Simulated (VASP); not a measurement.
## BaTiO3 (Barioperovskite): single point with r2SCAN+U

The system is BaTiO3 (Barioperovskite).

```
Ba Ti O
1.0
     3.98550    0.00000    0.00000
     0.00000    2.83690    2.84515
     0.00000   -2.83690    2.84515
Ba Ti O
1 1 3
Direct
  0.00000 0.00000 0.00000
  0.50000 0.51240 0.51240
  0.00000 0.48740 0.48740
  0.50000 0.50524 0.99184
  0.50000 0.99184 0.50524
```

| Quantity | Value |
| --- | --- |
| Program | VASP 6.6.1 |
| Task | single point |
| Functional | r2SCAN |
| Potentials or basis | VASP PAW PBE potentials, release 64 (Ba_sv, Ti_sv, O) |
| Cutoff | 520 eV |
| k mesh | 4 × 4 × 4 |
| Occupations | fermi-dirac, width 0.05 eV |
| Spin | no spin polarisation |
| Hubbard terms | Ti d U = 2.0 eV |
| Dipole correction | no |
| Further INCAR settings | ALGO = Normal; EDIFF = 1e-06; NBANDS = 28 |

* Pressure: 2.7 GPa
* Largest force: 0.253 eV/Å
* Band gap on the k mesh: 2.48 eV, indirect (least direct gap 2.72 eV)

Forces on the atoms (eV/Å):
```
Ba   0.000  0.000  0.171
Ti   0.000  0.000 -0.140
O    0.000  0.000  0.253
O    0.000 -0.146 -0.142
O    0.000  0.146 -0.142
```

Stress tensor (GPa, compression positive):
```
2.81 0.00 0.00
0.00 3.02 0.00
0.00 0.00 2.32
```

Levels at points of the mesh, in eV from the valence-band top:
```tsv
k point	band 16	band 17	band 18	band 19	band 20	band 21	band 22	band 23	band 24	band 25
(0.00, 0.00, 0.00)	-1.18	-1.13	-0.35	-0.28	-0.24	2.48	2.53	2.66	4.30	4.35
(0.50, 0.00, 0.00)	-1.99	-1.78	-1.71	-0.88	-0.84	2.68	4.09	4.18	4.29	6.22
(0.00, 0.50, 0.00)	-1.94	-1.80	-1.66	-0.87	-0.81	2.72	4.12	4.15	4.34	6.33
(0.50, 0.50, 0.00)	-2.63	-1.85	-0.92	-0.90	-0.09	4.15	4.16	4.57	5.09	8.05
(0.00, 0.50, 0.50)	-2.63	-1.79	-0.94	-0.90	-0.14	4.13	4.19	4.57	5.21	8.08
(0.50, 0.50, 0.50)	-2.38	-2.37	-0.05	-0.01	0.00	4.76	4.81	4.82	7.23	7.30
```

Eigenvalues of the final occupation matrices:
| site | spin | trace | eigenvalues |
| --- | --- | --- | --- |
| site 2 d | 1 | 0.80 | 0.11 0.11 0.11 0.24 0.24 |
| site 2 d | 2 | 0.80 | 0.11 0.11 0.11 0.24 0.24 |

It took 66 s on 1 thread of Intel(R) Xeon(R) 6975P-C (Granite Rapids), on a shared host, peak memory 0.19 GiB.

Caveat: the PAW data sets were made with another functional, which shifts forces and pressure a little; spin-orbit coupling is left out, which moves the levels of the heavy elements. A k mesh can miss the band edges.
